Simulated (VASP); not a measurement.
A run of VASP 6.6.1:

Contents of INCAR:

```
PREC = Accurate ; ENCUT = 520
EDIFF = 1E-6 ; ISMEAR = 0
SIGMA = 0.1 ; LREAL = F
LASPH = T ; NELM = 150
ALGO = Fast ; ISIF = 2
LWAVE = F ; LCHARG = F
ISPIN = 2 ; MAGMOM = 0 0 0 0 0 0 3 -3 -3 3 -3 -2
LORBIT = 11 ; LMAXMIX = 4
GGA = PE ; NBANDS = 52
```

Contents of KPOINTS:

```
regular mesh
0
Gamma
  4 4 2
```

File POSCAR:

```
Al6Co5Ni
1.0
    4.0198685816      0.0000000000      0.0000000000
    0.0000000000      4.0198685816      0.0000000000
    0.0000000000      0.0000000000      8.7073060812
Al Co Ni
6 5 1
Direct
    0.0000000000      0.5000000000      0.8312987371
    0.0000000000      0.5000000000      0.1687147405
    0.0000000000      0.5000000000      0.5000004616
    0.5000000000      0.0000000000      0.8312987371
    0.5000000000      0.0000000000      0.1687147405
    0.5000000000      0.0000000000      0.5000004616
    0.0000000000      0.0000000000      0.6672524284
    0.0000000000      0.0000000000      0.0000044185
    0.0000000000      0.0000000000      0.3327553682
    0.5000000000      0.5000000000      0.6661350958
    0.5000000000      0.5000000000      0.3338751631
    0.5000000000      0.5000000000     -0.0000503526
```

Potentials or basis: VASP PAW PBE potentials, release 64 (Al, Co, Ni).

The run is started by

```bash
$ cat potpaw_PBE.64/Al/POTCAR potpaw_PBE.64/Co/POTCAR potpaw_PBE.64/Ni/POTCAR > POTCAR
$ mpirun -np 1 vasp_std > vasp.out
```

Hardware: 1 thread of Intel(R) Xeon(R) Platinum 8259CL CPU @ 2.50GHz (Skylake/Cascade Lake), with other jobs on the host.

Task: Estimate the wall time of this run.

Result: Run time: 5.9 min on 1 thread of Intel(R) Xeon(R) Platinum 8259CL CPU @ 2.50GHz (Skylake/Cascade Lake), with other jobs on the host, peak memory 0.36 GiB. Counts: scf iterations 24, k points 12.
